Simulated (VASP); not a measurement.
Write the native input for VASP 6.6.1 that does the following.

```
Task                   : single point
Functional             : r2SCAN
Potentials or basis    : VASP PAW PBE potentials, release 64 (K_sv)
Cutoff                 : 520 eV
k mesh                 : 12 × 12 × 12
Occupations            : gaussian, width 0.15 eV
Spin                   : no spin polarisation
Dipole correction      : no
Further INCAR settings : ALGO = Normal; EDIFF = 1e-06; NBANDS = 10
```

The system is K.

```
K
1.0
     4.86385    0.00000    0.00000
     0.00000    4.86385    0.00000
     0.00000    0.00000    3.20479
K
1
Direct
  0.00000 0.00000 0.00000
```

This cell differs from its parent crystal: volume 75.816 Å^3 an atom, c/a of the conventional cell 0.6589.

These files were run (other wordings do the same):

POSCAR

```
K
1.0
    4.8638531406      0.0000000000      0.0000000000
    0.0000000000      4.8638531406      0.0000000000
    0.0000000000      0.0000000000      3.2047928343
K
1
Direct
    0.0000000000      0.0000000000      0.0000000000
```

INCAR.step1

```
SYSTEM = K
PREC = Accurate
ENCUT = 520
ISMEAR = 0
SIGMA = 0.15
LREAL = .False.
LASPH = .True.
NELM = 100
NBANDS = 10
GGA = PE
ALGO = Normal
EDIFF = 1E-4
LWAVE = .True.
LCHARG = .False.
```

INCAR.step2

```
SYSTEM = K
PREC = Accurate
ENCUT = 520
EDIFF = 1E-6
ISMEAR = 0
SIGMA = 0.15
LREAL = .False.
LASPH = .True.
NELM = 100
ALGO = Normal
ISIF = 2
LWAVE = .False.
LCHARG = .False.
METAGGA = R2SCAN
LMIXTAU = .True.
NBANDS = 10
ISTART = 1
```

KPOINTS

```
Automatic mesh
0
Gamma
  12 12 12
  0 0 0
```

Potentials or basis: VASP PAW PBE potentials, release 64 (K_sv).

Command:

```sh
$ cat potpaw_PBE.64/K_sv/POTCAR > POTCAR
$ cp INCAR.step1 INCAR
$ mpirun -np 1 vasp_std > vasp.out
$ cp INCAR.step2 INCAR
$ mpirun -np 1 vasp_std > vasp.out
```

It gave:

The pressure is 0.7 GPa.

Caveat: the PAW data sets were made with another functional, which shifts forces and pressure a little.

It took 4.8 min on 1 thread of Intel Xeon 6975P-C, with other jobs on the host, peak memory 0.28 GiB.
